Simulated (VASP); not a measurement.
Here is a VASP 6.6.1 calculation.

POSCAR

```
InPd
1.0
    3.0882264989      0.0000000000      0.0000000000
    0.0000000000      3.0882264989      0.0000000000
    0.0000000000      0.0000000000      3.0882264989
In Pd
1 1
Direct
    0.5000000000      0.5000000000      0.5000000000
    0.0000000000      0.0000000000      0.0000000000
```

INCAR.step1

```
SYSTEM = InPd
PREC = Accurate
ENCUT = 550
ISMEAR = 0
SIGMA = 0.1
LREAL = .FALSE.
LASPH = .TRUE.
NELM = 120
NBANDS = 18
GGA = PE
ALGO = Normal
EDIFF = 1E-5
LWAVE = .TRUE.
LCHARG = .FALSE.
GGA_COMPAT = .FALSE.
```

INCAR.step2

```
SYSTEM = InPd
PREC = Accurate
ENCUT = 550
EDIFF = 1E-6
ISMEAR = 0
SIGMA = 0.1
LREAL = .FALSE.
LASPH = .TRUE.
NELM = 120
ALGO = Normal
ISIF = 2
LWAVE = .FALSE.
LCHARG = .TRUE.
METAGGA = R2SCAN
LMIXTAU = .TRUE.
LELF = .TRUE.
LVHAR = .TRUE.
NBANDS = 18
ISTART = 1
GGA_COMPAT = .FALSE.
```

Contents of KPOINTS:

```
regular mesh
0
G
  6 6 6
  0 0 0
```

Potentials or basis: VASP PAW PBE potentials, release 64 (In_d, Pd).

Command:

```sh
$ cat potpaw_PBE.64/In_d/POTCAR potpaw_PBE.64/Pd/POTCAR > POTCAR
$ cp INCAR.step1 INCAR
$ mpirun -np 1 vasp_std > vasp.out
$ cp INCAR.step2 INCAR
$ mpirun -np 1 vasp_std > vasp.out
```

Problem. Estimate the pressure.

Solution. 37.0 GPa.

Problem. Estimate the band gap on the k mesh.

Solution. Zero (an odd number of electrons rules out a gap without spin polarisation).

Caveat: the cell stands under pressure; the PAW data sets were made with another functional, which shifts forces and pressure a little; spin-orbit coupling is left out, which moves the levels of the heavy elements.
